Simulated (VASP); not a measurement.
# Rb (P6/mmm) in VASP: notebook

Runs on Rb. Level: PBE. Tasks: single point.

Everything below comes from runs of VASP 6.6.1. Logs are shortened: lines on timing, memory, paths and dates and some standing lists are left out, and cuts for length are marked.

### Step 1. The cell of the first run

Symmetry: P6/mmm, No. 191, hexagonal system. The conventional cell has a = 4.231 Å, b = 4.231 Å, c = 3.977 Å, α = 90.00°, β = 90.00°, γ = 120.00°. Rb (site symmetry 6/mmm) has 8 Rb at 3.98 to 4.23 Å within 5.2 Å.

This isn't the form of Rb at room conditions, which is bcc.

### Step 2. Single point, PBE

Contents of INCAR:

```
PREC = Accurate
ENCUT = 520
EDIFF = 1E-6
ISMEAR = -1
SIGMA = 0.05
LREAL = False
LASPH = True
NELM = 80
ALGO = Normal
ISIF = 2
LWAVE = False
LCHARG = False
GGA = PE
NBANDS = 10
```

Contents of KPOINTS:

```
Automatic mesh
0
Gamma
  9 9 8
```

Contents of POSCAR:

```
Rb
1.0
    4.2312989318      0.0000000000      0.0000000000
   -2.1156494659      3.6644123660      0.0000000000
    0.0000000000      0.0000000000      3.9774209959
Rb
1
Direct
    0.0000000000      0.0000000000      0.0000000000
```

Potentials or basis: VASP PAW PBE potentials, release 64 (Rb_sv).

Started as:

```console
cat potpaw_PBE.64/Rb_sv/POTCAR > POTCAR
mpirun -np 1 vasp_std > vasp.out
```

OUTCAR:

```text
PREC = Accurate
   ENCUT = 520
   EDIFF = 1E-6
   ISMEAR = -1
   LREAL = False
   LASPH = True
   NELM = 80
   ISIF = 2
   GGA = PE

 ion  position               nearest neighbor table
   1  0.000  0.000  0.000-

  LATTYP: Found a hexagonal cell.
 ALAT       =     4.2312989318
 C/A-ratio  =     0.9400000000

  Lattice vectors:

 A1 = (   4.2312989318,   0.0000000000,   0.0000000000)
 A2 = (  -2.1156494659,   3.6644123660,   0.0000000000)
 A3 = (   0.0000000000,   0.0000000000,   3.9774209959)

Analysis of symmetry for initial positions (statically):
=====================================================================
 Subroutine PRICEL returns:
 Original cell was already a primitive cell.

 Routine SETGRP: Setting up the symmetry group for a
 hexagonal supercell.

 Subroutine GETGRP returns: Found 24 space group operations
 (whereof 24 operations were pure point group operations)
 out of a pool of 24 trial point group operations.

The static configuration has the point symmetry D_6h.

Analysis of symmetry for dynamics (positions and initial velocities):
=====================================================================
 Subroutine PRICEL returns:
 Original cell was already a primitive cell.

 Routine SETGRP: Setting up the symmetry group for a
 hexagonal supercell.

 Subroutine GETGRP returns: Found 24 space group operations
 (whereof 24 operations were pure point group operations)
 out of a pool of 24 trial point group operations.

The dynamic configuration has the point symmetry D_6h.

 Subroutine INISYM returns: Found 24 space group operations
 (whereof 24 operations are pure point group operations),
 and found     1 'primitive' translations

----------------------------------------------------------------------------------------

                                     Primitive cell

  volume of cell :      61.6708

  direct lattice vectors                    reciprocal lattice vectors
     4.231298932  0.000000000  0.000000000     0.236334047  0.136447526  0.000000000
    -2.115649466  3.664412366  0.000000000     0.000000000  0.272895051  0.000000000
     0.000000000  0.000000000  3.977420996     0.000000000  0.000000000  0.251419199

  length of vectors
     4.231298932  4.231298932  3.977420996     0.272895051  0.272895051  0.251419199

  position of ions in fractional coordinates (direct lattice)
     0.000000000  0.000000000  0.000000000

  ion indices of the primitive-cell ions
   primitive index   ion index
                 1           1

----------------------------------------------------------------------------------------

 KPOINTS: Automatic mesh

Automatic generation of k-mesh.
 Grid dimensions read from file:
 generate k-points for:    9    9    8

 Generating k-lattice:

  Cartesian coordinates                     Fractional coordinates (reciprocal lattice)
     0.026259339  0.015160836  0.000000000     0.111111111  0.000000000  0.000000000
     0.000000000  0.030321672  0.000000000     0.000000000  0.111111111  0.000000000
     0.000000000  0.000000000  0.031427400     0.000000000  0.000000000  0.125000000

  Length of vectors
     0.030321672  0.030321672  0.031427400

  Shift w.r.t. Gamma in fractional coordinates (k-lattice)
     0.000000000  0.000000000  0.000000000

 Subroutine IBZKPT returns following result:
 ===========================================

 Found     60 irreducible k-points:

 Following reciprocal coordinates:
            Coordinates               Weight
  0.000000  0.000000  0.000000      1.000000
  0.111111  0.000000  0.000000      6.000000
  0.222222 -0.000000  0.000000      6.000000
  0.333333 -0.000000  0.000000      6.000000
  0.444444 -0.000000  0.000000      6.000000
  0.111111  0.111111  0.000000      6.000000
[... 16 lines left out ...]
  0.333333  0.222222  0.125000     24.000000
  0.333333  0.333333  0.125000      4.000000
 [... further k-points ...]
   k-points           NKPTS =     60   k-points in BZ     NKDIM =     60   number of bands    NBANDS=     10
   number of dos      NEDOS =    301   number of ions     NIONS =      1
   total plane-waves  NPLWV =  30720
   dimension x,y,z NGX =    32 NGY =   32 NGZ =   30
   dimension x,y,z NGXF=    64 NGYF=   64 NGZF=   60
   ions per type =               1
   NGX,Y,Z   is equivalent  to a cutoff of  12.57, 12.57, 12.54 a.u.
   NGXF,Y,Z  is equivalent  to a cutoff of  25.15, 25.15, 25.08 a.u.
 SYSTEM =  unknown system
   PREC   = accura    normal or accurate (medium, high low for compatibility)
   ISTART =      0    job   : 0-new  1-cont  2-samecut
   ICHARG =      2    charge: 1-file 2-atom 10-const
   ISPIN  =      1    spin polarized calculation?
   LNONCOLLINEAR =      F non collinear calculations
   LSORBIT =      F    spin-orbit coupling
   LASPH  =      T    aspherical Exc in radial PAW
   ENCUT  =  520.0 eV  38.22 Ry    6.18 a.u.   7.87  7.87  7.40*2*pi/ulx,y,z
   NELM   =     80;   NELMIN=  2; NELMDL= -5     # of ELM steps
   EDIFF  = 0.1E-05   stopping-criterion for ELM
   LREAL  =      F    real-space projection
   EDIFFG = 0.1E-04   stopping-criterion for IOM
   NSW    =      0    number of steps for IOM
   IBRION =     -1    ionic relax: 0-MD 1-quasi-New 2-CG
   NFREE  =      0    steps in history (QN), initial steepest desc. (CG)
   ISIF   =      2    stress and relaxation
   ISYM   =      2    0-nonsym 1-usesym 2-fastsym
   POTIM  = 0.5000    time-step for ionic-motion
   TEBEG  =    0.0;   TEEND  =   0.0 temperature during run
   PSTRESS=    0.0 pullay stress
   NELECT =       9.0000    total number of electrons
   NUPDOWN=      -1.0000    fix difference up-down
   EMIN   =  10.00;   EMAX   =-10.00  energy-range for DOS
   EFERMI =   0.00;   METHOD = LEGACY
   ISMEAR =    -1;   SIGMA  =   0.05  broadening in eV -4-tet -1-fermi 0-gaus
   EFERMI_NEDOS =   21; number of points for ismear=-14 and -15
   IALGO  =     38    algorithm
   IMIX   =      4    mixing-type and parameters
     AMIX     =   0.40;   BMIX     =  1.00
     AMIX_MAG =   1.60;   BMIX_MAG =  1.00
  volume/ion in A,a.u.               =      61.67       416.18
  Fermi-wavevector in a.u.,A,eV,Ry     =   0.861911  1.628776 10.107642  0.742891
  Thomas-Fermi vector in A             =   1.979635
   LORBIT       =      0    0 simple, 1 ext, 2 COOP (PROOUT), +10 PAW based schemes
   GGA     = PE    functional components
[... 5 lines left out ...]
 non-spin polarized calculation
  energy-cutoff  :      520.00
  volume of cell :       61.67
 maximum number of plane-waves:      1677
 NGX is ok and might be reduce to    32
   NGX = 15   NGY = 15   NGZ = 15

 number of electron       9.0000000 magnetization

 Free energy of the ion-electron system (eV)
  ---------------------------------------------------
  ext. energy  EPLUGINS =         0.00000000
  ---------------------------------------------------
  free energy    TOTEN  =        -0.71371185 eV

  energy without entropy =       -0.70529019  energy(sigma->0) =       -0.70950102

 E-fermi :   1.1379     XC(G=0):  -6.5020

 val. band max:        1.1173262821   @ k =   0.2222   0.2222   0.2500
 cond. band min:       1.1875843711   @ k =   0.1111   0.0000   0.5000
 fundamental gap:      0.0702580891
 Fermi energy:         1.1379377131

 k-point     1 :       0.0000    0.0000    0.0000
  band No.  band energies     occupation
      1     -27.8462      2.00000
      2     -11.7755      2.00000
      3     -11.7755      2.00000
      4     -11.7522      2.00000
      5      -1.3965      2.00000
      6       3.4333      0.00000
      7       4.9688      0.00000
      8       4.9688      0.00000
      9       8.2548      0.00000
     10       8.3906      0.00000

 k-point     2 :       0.1111    0.0000    0.0000
  band No.  band energies     occupation
      1     -27.8430      2.00000
      2     -11.8245      2.00000
      3     -11.7861      2.00000
      4     -11.7470      2.00000
      5      -1.1996      2.00000
      6       3.5255      0.00000
      7       4.4608      0.00000
      8       5.1585      0.00000
      9       7.5335      0.00000
     10       8.3206      0.00000

 k-point     3 :       0.2222   -0.0000    0.0000
  band No.  band energies     occupation
      1     -27.8347      2.00000
      2     -11.9449      2.00000
      3     -11.8126      2.00000
      4     -11.7339      2.00000
      5      -0.6512      2.00000
      6       3.5843      0.00000
      7       3.7433      0.00000
      8       5.7065      0.00000
      9       6.7438      0.00000
     10       8.1547      0.00000

 k-point     4 :       0.3333   -0.0000    0.0000
  band No.  band energies     occupation
      1     -27.8252      2.00000
      2     -12.0761      2.00000
      3     -11.8425      2.00000
      4     -11.7190      2.00000
      5       0.1323      2.00000
      6       2.8337      0.00000
      7       3.8080      0.00000
      8       6.1985      0.00000
      9       6.5418      0.00000
     10       7.9832      0.00000

 k-point     5 :       0.4444   -0.0000    0.0000
  band No.  band energies     occupation
      1     -27.8190      2.00000
      2     -12.1587      2.00000
      3     -11.8618      2.00000
      4     -11.7092      2.00000
      5       0.9281      1.97034
      6       2.2129      0.00000
      7       3.6585      0.00000
      8       5.9206      0.00000
      9       7.4935      0.00000
     10       7.8772      0.00000

 k-point     6 :       0.1111    0.1111    0.0000
  band No.  band energies     occupation
      1     -27.8372      2.00000
      2     -11.9047      2.00000
      3     -11.8091      2.00000
      4     -11.7379      2.00000
      5      -0.8256      2.00000
      6       3.6762      0.00000
      7       3.8374      0.00000
      8       5.5008      0.00000
      9       6.9528      0.00000
     10       8.1513      0.00000

 k-point     7 :       0.2222    0.1111    0.0000
  band No.  band energies     occupation
      1     -27.8283      2.00000
      2     -12.0200      2.00000
      3     -11.8476      2.00000
      4     -11.7239      2.00000
      5      -0.1489      2.00000
      6       3.1255      0.00000
      7       3.8207      0.00000
      8       6.0594      0.00000
      9       6.4170      0.00000
     10       7.8768      0.00000

 k-point     8 :       0.3333    0.1111    0.0000
  band No.  band energies     occupation
      1     -27.8204      2.00000
      2     -12.1173      2.00000
      3     -11.8816      2.00000
      4     -11.7115      2.00000
      5       0.6899      1.99974
      6       2.5063      0.00000
      7       3.6987      0.00000
      8       6.0750      0.00000
      9       6.7425      0.00000
     10       7.6501      0.00000

 k-point     9 :       0.4444    0.1111    0.0000
  band No.  band energies     occupation
      1     -27.8173      2.00000
      2     -12.1548      2.00000
      3     -11.8949      2.00000
      4     -11.7066      2.00000
      5       1.2793      0.11178
      6       2.0737      0.00000
      7       3.5372      0.00000
      8       5.9587      0.00000
      9       7.3362      0.00000
     10       7.5643      0.00000
[... 118 lines left out ...]
 k-point    19 :       0.2222    0.1111    0.1250
  band No.  band energies     occupation
      1     -27.8241      2.00000
      2     -12.0114      2.00000
      3     -11.8409      2.00000
      4     -11.7903      2.00000
      5       0.0262      2.00000
      6       3.2095      0.00000
      7       3.9969      0.00000
      8       5.4118      0.00000
      9       6.4696      0.00000
     10       7.1931      0.00000

 k-point    20 :       0.3333    0.1111    0.1250
  band No.  band energies     occupation
      1     -27.8163      2.00000
      2     -12.1075      2.00000
      3     -11.8746      2.00000
      4     -11.7763      2.00000
      5       0.8440      1.99442
      6       2.5435      0.00000
      7       3.9347      0.00000
      8       5.4198      0.00000
      9       6.5198      0.00000
     10       7.5599      0.00000

 k-point    21 :       0.4444    0.1111    0.1250
  band No.  band energies     occupation
      1     -27.8132      2.00000
      2     -12.1446      2.00000
      3     -11.8878      2.00000
      4     -11.7708      2.00000
      5       1.4723      0.00249
      6       2.0256      0.00000
      7       3.7824      0.00000
      8       5.6015      0.00000
      9       6.3772      0.00000
     10       8.1394      0.00000

 k-point    22 :       0.2222    0.2222    0.1250
  band No.  band energies     occupation
      1     -27.8169      2.00000
      2     -12.0720      2.00000
      3     -11.9026      2.00000
      4     -11.7774      2.00000
      5       0.7614      1.99893
      6       2.7701      0.00000
      7       3.9431      0.00000
      8       5.1838      0.00000
      9       6.5708      0.00000
     10       7.1468      0.00000

 k-point    23 :       0.3333    0.2222    0.1250
  band No.  band energies     occupation
      1     -27.8122      2.00000
      2     -12.0998      2.00000
      3     -11.9540      2.00000
      4     -11.7689      2.00000
      5       1.5986      0.00020
      6       2.3254      0.00000
      7       3.5371      0.00000
      8       5.5126      0.00000
      9       6.1076      0.00000
     10       7.3752      0.00000

 k-point    24 :       0.3333    0.3333    0.1250
  band No.  band energies     occupation
      1     -27.8105      2.00000
      2     -12.0413      2.00000
      3     -12.0413      2.00000
      4     -11.7659      2.00000
      5       2.2213      0.00000
      6       2.2213      0.00000
      7       3.0449      0.00000
      8       5.8067      0.00000
      9       5.8067      0.00000
     10       7.0556      0.00000

 [... further k-points ...]

------------------------ aborting loop because EDIFF is reached ----------------------------------------

  FORCE on cell =-STRESS in cart. coord.  units (eV):
  Direction    XX          YY          ZZ          XY          YZ          ZX
  --------------------------------------------------------------------------------------
  -------------------------------------------------------------------------------------
  Total        0.9456943      0.9456943      0.8320916      0.0000000      0.0000000      0.0000000
  in kB       24.5686753     24.5686753     21.6173339      0.0000000      0.0000000      0.0000000
  external PRESSURE =      23.5848948 kB  Pullay stress =       0.0000000 kB

 VOLUME and BASIS-vectors are now :
 -----------------------------------------------------------------------------
  energy-cutoff  :      520.00
  volume of cell :       61.67
      direct lattice vectors                 reciprocal lattice vectors
     4.231298932  0.000000000  0.000000000     0.236334047  0.136447526  0.000000000
    -2.115649466  3.664412366  0.000000000     0.000000000  0.272895051  0.000000000
     0.000000000  0.000000000  3.977420996     0.000000000  0.000000000  0.251419199

 POSITION                                       TOTAL-FORCE (eV/Angst)
 -----------------------------------------------------------------------------------
      0.00000      0.00000      0.00000         0.000000      0.000000      0.000000
 -----------------------------------------------------------------------------------
    total drift:                               -0.000000      0.000000     -0.000000

  FREE ENERGIE OF THE ION-ELECTRON SYSTEM (eV)
  ---------------------------------------------------
  free  energy   TOTEN  =        -0.7137118483 eV

  energy  without entropy=       -0.7052901874  energy(sigma->0) =       -0.70950102
```

Run time: 8 s. Hardware: 1 thread of Intel Xeon 6975P-C (Granite Rapids), shared host; peak memory 0.19 GiB.

Results:

| Property | Result |
| --- | --- |
| Free energy | -0.7137 eV |
| Pressure | 2.4 GPa |
| Band gap on the k mesh | zero (an odd number of electrons rules out a gap without spin polarisation) |

Stress tensor (GPa, compression positive):
```
2.46 0.00 0.00
0.00 2.46 0.00
0.00 0.00 2.16
```

Levels at points of the mesh, in eV from the Fermi level:
| k point | band 3 | band 4 | band 5 | band 6 | band 7 | band 8 |
| --- | --- | --- | --- | --- | --- | --- |
| (0.00, 0.00, 0.00) | -12.91 | -12.89 | -2.53 | 2.30 | 3.83 | 3.83 |
| (0.00, 0.00, 0.50) | -12.87 | -12.87 | -0.18 | 0.45 | 4.53 | 4.53 |

(Continued in part 2 of 3.)
